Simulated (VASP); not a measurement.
Li:

```
Li
1.0
     3.51000    0.00000    0.00000
     0.00000    3.51000    0.00000
     0.00000    0.00000    3.51000
Li
2
Direct
  0.00000 0.00000 0.00000
  0.50000 0.50000 0.50000
```

* Program: VASP 6.6.1
* Task: relaxation of cell and atoms
* Functional: LDA
* Potentials or basis: VASP PAW LDA potentials, release 64 (Li_sv)
* Cutoff: 600 eV
* k mesh: 6 × 6 × 6
* Occupations: fermi-dirac, width 0.05 eV
* Spin: no spin polarisation

At the start: pressure -1.7 GPa; volume 21.62 Å³/atom.

Question: How do energy, volume and symmetry change on relaxing?

Answer: Over 4 steps the energy falls by 17.3 meV/atom and the volume is 18.64 Å³/atom (-13.8 %); space group Im-3m (No. 229, to 0.05 Å).

The path:
```csv
step,energy change (eV),largest force (eV/Å),pressure (GPa),volume (Å³)
1,0.0000,0.0000,-1.71,43.24
2,-0.0139,0.0000,-1.39,41.82
3,-0.0328,0.0000,-0.47,38.66
4,-0.0346,0.0000,0.06,37.28
```

Final structure:
```
Li
1.0
     3.34050    0.00000    0.00000
     0.00000    3.34050    0.00000
     0.00000    0.00000    3.34050
Li
2
Cartesian
  3.3405 3.3405 0.0000
  1.6703 1.6703 1.6703
```

Caveat: the cutoff is under 1.25 times the usual one of these potentials, so pressure, stress and relaxed cells hold a basis-set (Pulay) error.
